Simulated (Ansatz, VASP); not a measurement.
Sb: VASP beside Ansatz

The input INCAR:

```
SYSTEM = Sb
ALGO = Normal
EDIFF = 1E-7
ENCUT = 520
GGA = PS
ISIF = 2
ISMEAR = 0
LASPH = .True.
LCHARG = .False.
LREAL = .False.
LWAVE = .False.
NBANDS = 8
NELM = 60
PREC = Accurate
SIGMA = 0.15
```

File KPOINTS:

```
k-points
0
Gamma
  16 16 16
  0 0 0
```

File POSCAR:

```
Sb
1.0
    3.1600000000      0.0000000000      0.0000000000
    0.0000000000      3.1600000000      0.0592500000
    0.0000000000      0.0592500000      3.1600000000
Sb
1
Direct
    0.0000000000      0.0000000000      0.0000000000
```

Input for Ansatz:

```yaml
crystal:
  lattice:
    - [3.16, 0.0, 0.0]
    - [0.0, 3.16, 0.05925]
    - [0.0, 0.05925, 3.16]
  atoms:
    - { symbol: Sb, position: [0.0, 0.0, 0.0] }
basis:
  ecutwfc: 420
kpoints:
  mp_grid: { grid: [16, 16, 16] }
hamiltonian:
  xc: pbesol
scf:
  occupations: { method: gaussian, width: 0.15 }
output:
  forces: true
  stress: true
  eigenvalues: true
```

Change from the starting cell: strain +0.0375 x Voigt [0, 0, 0, 1, 0, 0], atoms carried along.

Alike in both runs: task single point; functional PBEsol; k mesh 16 × 16 × 16; occupations gaussian, width 0.15 eV; no spin polarisation.

|  | VASP | Ansatz |
| --- | --- | --- |
| version | VASP 6.6.1 | Ansatz 0.2.0 |
| potentials or method | VASP PAW PBE potentials, release 64 (Sb), cutoff 520 eV | scalar-relativistic, plane waves, PAW |
| valence electrons in the cell | 5 | 15 |

|  | VASP | Ansatz | Ansatz less VASP |
| --- | --- | --- | --- |
| gap on the k mesh at the Fermi level (eV) | none | none | - |
| pressure (GPa) | -4.9 | -4.9 | -0.04 |
| traceless stress, the component that is largest in VASP (GPa) | -0.57 | -0.58 | -0.002 |

VASP's potentials were made for PBE, not for PBEsol. A gap of «none» marks a metal or a gap that the smearing closes. The functional is the same, so the differences come from potentials, cutoffs and numerics. VASP's potentials hold 5 valence electrons a cell and Ansatz's 15, so a difference there can come from the potentials and not from the codes.

Spin-orbit coupling is off throughout.
